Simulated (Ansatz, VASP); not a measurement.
# One calculation of Ba, two programs

```
CELL_PARAMETERS angstrom
0.00000 3.08538 3.08538
3.08538 0.00000 3.08538
3.08538 3.08538 0.00000
ATOMIC_POSITIONS crystal
Ba 0.00000 0.00000 0.00000
```

Alike in both runs: task single point; functional PBE; k mesh 14 × 14 × 14; occupations gaussian, width 0.15 eV; no spin polarisation.

|  | VASP | Ansatz |
| --- | --- | --- |
| version | VASP 6.6.1 | Ansatz 0.2.0 |
| potentials or method | VASP PAW PBE potentials, release 64 (Ba_sv), cutoff 520 eV | scalar-relativistic, plane waves, PAW |
| valence electrons in the cell | 10 | 10 |

Ansatz gave:

```
gap on the k mesh at the Fermi level (eV) : none
pressure (GPa)                            : 0.8
```

Problem. Estimate VASP's values.

Solution. gap on the k mesh at the Fermi level (eV): none; pressure (GPa): 0.9.

A gap of «none» marks a metal or a gap that the smearing closes.

Neither program's run includes spin-orbit coupling.
